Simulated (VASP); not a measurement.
Input of a VASP 6.6.1 run:

Contents of INCAR:

```
PREC     = Accurate       # precision mode
ENCUT    = 520            # plane-wave cutoff, eV
EDIFF    = 1E-6           # SCF threshold, eV
ISMEAR   = 0              # smearing method
SIGMA    = 0.15           # smearing width, eV
LREAL    = Auto         
LASPH    = True           # aspherical terms in the spheres
NELM     = 80             # most SCF steps
ALGO     = Normal         # electronic algorithm
ISIF     = 2              # what is computed and relaxed
LWAVE    = False          # write WAVECAR
LCHARG   = False          # write CHGCAR
GGA      = PE             # functional
IVDW     = 12             # dispersion correction
NBANDS   = 95             # bands
```

The input KPOINTS:

```
Automatic mesh
0
Gamma
  3 3 1
```

File POSCAR:

```
GeH2W8C8
1.0
    5.7832000000      0.0000000000      0.0000000000
   -2.8916000000      5.0083980000      0.0000000000
    0.0000000000      0.0000000000     17.2447000000
W C Ge H
8 8 1 2
Direct
    0.0000000000      0.0000000000      0.0579887734
   -0.0028418516      0.0018353174      0.2218449147
    0.0000000000      0.5000000000      0.0579887734
   -0.0104012335      0.4985843777      0.2255099828
    0.5000000000      0.0000000000      0.0579887734
    0.4960152627      0.0002903124      0.2229922817
    0.5000000000      0.5000000000      0.0579887734
    0.4932439987      0.5002160371      0.2231743666
    0.3330674752      0.1671648300      0.1335004958
    0.3249488808      0.1664847722      0.2872205373
    0.3306729496      0.6653578649      0.1343982209
    0.3206584932      0.6698748782      0.2886969910
    0.8331832639      0.1683757960      0.1350925792
    0.8238228505      0.1627546373      0.2956288599
    0.8318712371      0.6658133000      0.1354641716
    0.8171926222      0.6747023699      0.2962417438
    0.7843349967     -0.0920192445      0.3780051262
    0.5107469547     -0.1776110844      0.4185356660
    1.0099966013     -0.0194866702      0.4368236038
```

Potentials or basis: VASP PAW PBE potentials, release 64 (W_sv, C, Ge_d, H).

Run with:

```console
$ cat potpaw_PBE.64/W_sv/POTCAR potpaw_PBE.64/C/POTCAR potpaw_PBE.64/Ge_d/POTCAR potpaw_PBE.64/H/POTCAR > POTCAR
$ mpirun -np 1 vasp_std > vasp.out
```

(1) Estimate the dispersion energy per atom.

(2) Estimate the band gap on the k mesh.

(3) What does it give for the largest force?

## Answers

(1) -0.272 eV.

(2) zero (bands 80 and 81 overlap by 0.59 eV).

(3) 0.405 eV/Å.

Caveat: the k points lie up to 0.42 Å⁻¹ apart, too coarse for converged energies and pressures of a metal; there is no dipole correction, which matters where the two faces differ; spin-orbit coupling is left out, which moves the levels of the heavy elements.
